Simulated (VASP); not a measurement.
Input of a VASP 6.6.1 run:

The input INCAR:

```
SYSTEM = YHg
PREC = Accurate
ENCUT = 520
EDIFF = 1E-6
ISMEAR = 0
SIGMA = 0.1
LREAL = .False.
LASPH = .True.
NELM = 100
ALGO = Fast
ISIF = 2
LWAVE = .False.
LCHARG = .True.
GGA = PS
LELF = .True.
LVHAR = .True.
NBANDS = 18
```

Contents of KPOINTS:

```
regular mesh
0
Gamma
  12 12 12
  0 0 0
```

POSCAR

```
YHg
1.0
    3.7378372087      0.0000000000      0.0000000000
    0.0000000000      3.7378372087      0.0000000000
    0.0000000000      0.0000000000      3.7378372087
Y Hg
1 1
Direct
    0.5000000000      0.5000000000      0.5000000000
    0.0000000000      0.0000000000      0.0000000000
```

Potentials or basis: VASP PAW PBE potentials, release 64 (Y_sv, Hg).

The run is started by

```console
$ cat potpaw_PBE.64/Y_sv/POTCAR potpaw_PBE.64/Hg/POTCAR > POTCAR
$ mpirun -np 1 vasp_std > vasp.out
```

**Question.** Estimate the pressure.

**Answer.** -3.8 GPa.

Caveat: the PAW data sets were made with another functional, which shifts forces and pressure a little.
